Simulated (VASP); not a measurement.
# CdTe in VASP: single point with LDA

Aim: the single point of CdTe with LDA.

Program: VASP 6.6.1. These are calculated values, not measurements. Logs are shortened: lines on timing, memory, paths and dates and some standing lists are left out, and cuts for length are marked.

### 1 The cell of the first run

The cell holds a slab with vacuum, 12 atoms: a = 4.533 Å, b = 6.410 Å, c = 26.331 Å, α = 90.00°, β = 90.00°, γ = 90.00°.

### 2 Single point, LDA

File INCAR:

```
PREC = Accurate
ENCUT = 400
EDIFF = 1E-6
ISMEAR = 0
SIGMA = 0.05
LREAL = False
LASPH = True
NELM = 120
ALGO = Normal
ISIF = 2
LWAVE = False
LCHARG = True
LDIPOL = True
IDIPOL = 3
DIPOL = 0.5 0.5 0.500
GGA = CA
LELF = True
LVHAR = True
LVACPOTAV = True
NBANDS = 66
GGA_COMPAT = False
NELMDL = -8
```

File KPOINTS:

```
regular mesh
0
Gamma
  6 4 1
```

File POSCAR:

```
CdTe
1.0
    4.5325544674      0.0000000000      0.0000000000
    0.0000000000      6.4100000000      0.0000000000
    0.0000000000      0.0000000000     26.3313861685
Cd Te
6 6
Direct
    0.5000000000      0.5000000000      0.2848311878
    0.0000000000      0.0000000000      0.3708987127
    0.5000000000      0.5000000000      0.4569662376
    0.0000000000      0.0000000000      0.5430337624
    0.5000000000      0.5000000000      0.6291012873
    0.0000000000      0.0000000000      0.7151688122
    0.0000000000      0.7500000000      0.2848311878
    0.5000000000      0.2500000000      0.3708987127
    0.0000000000      0.7500000000      0.4569662376
    0.5000000000      0.2500000000      0.5430337624
    0.0000000000      0.7500000000      0.6291012873
    0.5000000000      0.2500000000      0.7151688122
```

Potentials or basis: VASP PAW LDA potentials, release 64 (Cd, Te).

Launch:

```console
$ cat potpaw_LDA.64/Cd/POTCAR potpaw_LDA.64/Te/POTCAR > POTCAR
$ mpirun -np 1 vasp_std > vasp.out
```

OUTCAR:

```text
PREC = Accurate
   ENCUT = 400
   EDIFF = 1E-6
   ISMEAR = 0
   LREAL = False
   LASPH = True
   NELM = 120
   ISIF = 2
   GGA = CA
   NELMDL = -8

 ion  position               nearest neighbor table
   1  0.500  0.500  0.285-   7 2.78   7 2.78   8 2.78
   2  0.000  0.000  0.371-   8 2.78   8 2.78   7 2.78   9 2.78
   3  0.500  0.500  0.457-  10 2.78   9 2.78   9 2.78   8 2.78
   4  0.000  0.000  0.543-   9 2.78  10 2.78  10 2.78  11 2.78
   5  0.500  0.500  0.629-  11 2.78  11 2.78  12 2.78  10 2.78
   6  0.000  0.000  0.715-  12 2.78  12 2.78  11 2.78
   7  0.000  0.750  0.285-   1 2.78   1 2.78   2 2.78
   8  0.500  0.250  0.371-   2 2.78   2 2.78   1 2.78   3 2.78
   9  0.000  0.750  0.457-   4 2.78   3 2.78   3 2.78   2 2.78
  10  0.500  0.250  0.543-   3 2.78   4 2.78   4 2.78   5 2.78
  11  0.000  0.750  0.629-   5 2.78   5 2.78   6 2.78   4 2.78
  12  0.500  0.250  0.715-   6 2.78   6 2.78   5 2.78

  LATTYP: Found a simple orthorhombic cell.
 ALAT       =     4.5325544674
 B/A-ratio  =     1.4142135624
 C/A-ratio  =     5.8093921116

  Lattice vectors:

 A1 = (   4.5325544674,   0.0000000000,   0.0000000000)
 A2 = (   0.0000000000,   6.4100000000,   0.0000000000)
 A3 = (   0.0000000000,   0.0000000000,  26.3313861685)

Analysis of symmetry for initial positions (statically):
=====================================================================
 Subroutine PRICEL returns:
 Original cell was already a primitive cell.

 Routine SETGRP: Setting up the symmetry group for a
 simple orthorhombic supercell.

 Subroutine GETGRP returns: Found  4 space group operations
 (whereof  2 operations were pure point group operations)
 out of a pool of  8 trial point group operations.

The static configuration has the point symmetry C_1h.
 The point group associated with its full space group is C_2v.

Analysis of symmetry for dynamics (positions and initial velocities):
=====================================================================
 Subroutine PRICEL returns:
 Original cell was already a primitive cell.

 Routine SETGRP: Setting up the symmetry group for a
 simple orthorhombic supercell.

 Subroutine GETGRP returns: Found  4 space group operations
 (whereof  2 operations were pure point group operations)
 out of a pool of  8 trial point group operations.

The dynamic configuration has the point symmetry C_1h.
 The point group associated with its full space group is C_2v.

 Subroutine INISYM returns: Found  4 space group operations
 (whereof  2 operations are pure point group operations),
 and found     1 'primitive' translations

[... 118 lines left out ...]
   IALGO  =     38    algorithm
   IMIX   =      4    mixing-type and parameters
     AMIX     =   0.40;   BMIX     =  1.00
     AMIX_MAG =   1.60;   BMIX_MAG =  1.00
  volume/ion in A,a.u.               =      63.75       430.22
  Fermi-wavevector in a.u.,A,eV,Ry     =   0.852428  1.610856  9.886454  0.726634
  Thomas-Fermi vector in A             =   1.968715
   LORBIT       =      0    0 simple, 1 ext, 2 COOP (PROOUT), +10 PAW based schemes
   GGA     = CA    functional components
   LHFCALC =     F    Hartree Fock is set to
   AEXX    =    0.0000 exact exchange contribution
   IVDW    =     0    specifies the selected vdW correction
   LEPSILON=     F    determine dielectric tensor
   LRPA    =     F    only Hartree local field effects (RPA)
 non-spin polarized calculation
 Gauss-broadening in eV      SIGMA  =   0.05
  energy-cutoff  :      400.00
  volume of cell :      765.02
 maximum number of plane-waves:     13971
 NGX is ok and might be reduce to    30
   NGX = 15   NGY = 21   NGZ = 85

 dipolmoment           0.000000      0.000000     -0.000000 electrons x Angstroem

 number of electron     108.0000073 magnetization

 dipolmoment           0.000000      0.000000      0.000000 electrons x Angstroem

 Free energy of the ion-electron system (eV)
  ---------------------------------------------------
  ext. energy  EPLUGINS =         0.00000000
  ---------------------------------------------------
  free energy    TOTEN  =       -34.09496485 eV

  energy without entropy =      -34.09496485  energy(sigma->0) =      -34.09496485

 E-fermi :  -0.9566     XC(G=0):  -5.2243

 val. band max:       -1.2082240758   @ k =   0.0000   0.0000   0.0000
 cond. band min:      -0.5046545502   @ k =   0.0000   0.0000   0.0000
 fundamental gap:      0.7035695256
 Fermi energy:        -0.9566277986

 k-point     1 :       0.0000    0.0000    0.0000
  band No.  band energies     occupation
      1     -12.5601      2.00000
      2     -12.3924      2.00000
      3     -12.1908      2.00000
      4     -12.0750      2.00000
      5     -11.6711      2.00000
      6     -11.6705      2.00000
[... 817 lines left out ...]
     65       3.6752      0.00000
     66       3.6752      0.00000

------------------------ aborting loop because EDIFF is reached ----------------------------------------

  FORCE on cell =-STRESS in cart. coord.  units (eV):
  Direction    XX          YY          ZZ          XY          YZ          ZX
  --------------------------------------------------------------------------------------
  -------------------------------------------------------------------------------------
  Total       -2.4690325     -2.3680570     -0.4799184      0.0000000      0.0000000      0.0000000
  in kB       -5.1708578     -4.9593865     -1.0050859      0.0000000      0.0000000      0.0000000
  external PRESSURE =      -3.7117768 kB  Pullay stress =       0.0000000 kB

 VOLUME and BASIS-vectors are now :
 -----------------------------------------------------------------------------
  energy-cutoff  :      400.00
  volume of cell :      765.02
      direct lattice vectors                 reciprocal lattice vectors
     4.532554467  0.000000000  0.000000000     0.220626141  0.000000000  0.000000000
     0.000000000  6.410000000  0.000000000     0.000000000  0.156006240  0.000000000
     0.000000000  0.000000000 26.331386168     0.000000000  0.000000000  0.037977492

 POSITION                                       TOTAL-FORCE (eV/Angst)
 -----------------------------------------------------------------------------------
      2.26628      3.20500      7.50000         0.000000      0.728636      0.764973
      0.00000      0.00000      9.76628         0.000000     -0.151078      0.012479
      2.26628      3.20500     12.03255         0.000000      0.075227      0.065997
      0.00000      0.00000     14.29883         0.000000      0.075227     -0.065997
      2.26628      3.20500     16.56511         0.000000     -0.151078     -0.012479
      0.00000      0.00000     18.83139         0.000000      0.728636     -0.764973
      0.00000      4.80750      7.50000         0.000000     -0.302457     -0.687198
      2.26628      1.60250      9.76628         0.000000     -0.313141     -0.251751
      0.00000      4.80750     12.03255         0.000000     -0.037186      0.119024
      2.26628      1.60250     14.29883         0.000000     -0.037186     -0.119024
      0.00000      4.80750     16.56511         0.000000     -0.313141      0.251751
      2.26628      1.60250     18.83139         0.000000     -0.302457      0.687198
 -----------------------------------------------------------------------------------
    total drift:                                0.000000      0.001407     -0.000000

  FREE ENERGIE OF THE ION-ELECTRON SYSTEM (eV)
  ---------------------------------------------------
  free  energy   TOTEN  =       -34.0949648507 eV

  energy  without entropy=      -34.0949648507  energy(sigma->0) =      -34.09496485

 vacuum level on the upper side and lower side of the slab         3.883         3.883
```

OSZICAR:

```text
N       E                     dE             d eps       ncg     rms          rms(c)
DAV:   1     0.709120749239E+03    0.70912E+03   -0.37509E+04  1584   0.106E+03
DAV:   2     0.217780956017E+02   -0.68734E+03   -0.66712E+03  1860   0.284E+02
DAV:   3    -0.343713654463E+02   -0.56149E+02   -0.55729E+02  1820   0.829E+01
[... 18 lines left out ...]
DAV:  22    -0.340949515334E+02   -0.84151E-05   -0.39301E-07  1178   0.261E-03    0.248E-03
DAV:  23    -0.340949575516E+02   -0.60182E-05   -0.42227E-07  1164   0.124E-03    0.999E-04
DAV:  24    -0.340949599181E+02   -0.23665E-05   -0.44467E-08  1164   0.446E-04    0.537E-04
DAV:  25    -0.340949645336E+02   -0.46156E-05   -0.14102E-07  1068   0.511E-04    0.758E-04
DAV:  26    -0.340949648507E+02   -0.31706E-06   -0.64340E-09  1016   0.203E-04
   1 F= -.34094965E+02 E0= -.34094965E+02  d E =-.118503E-13
```

It took 25 min on 1 thread of Intel Xeon 8259CL, shared host; peak memory 0.57 GiB.

What came out:

| Property | Result |
| --- | --- |
| Free energy | -34.0950 eV |
| Largest force | 1.056 eV/Å |
| Band gap on the k mesh | 0.70 eV |

Forces in eV/Å, atoms in the order of the input:
```
Cd   0.000  0.729  0.765
Cd   0.000 -0.151  0.012
Cd   0.000  0.075  0.066
Cd   0.000  0.075 -0.066
Cd   0.000 -0.151 -0.012
Cd   0.000  0.729 -0.765
Te   0.000 -0.302 -0.687
Te   0.000 -0.313 -0.252
Te   0.000 -0.037  0.119
Te   0.000 -0.037 -0.119
Te   0.000 -0.313  0.252
Te   0.000 -0.302  0.687
```

Caveat: spin-orbit coupling is left out, which moves the levels of the heavy elements.
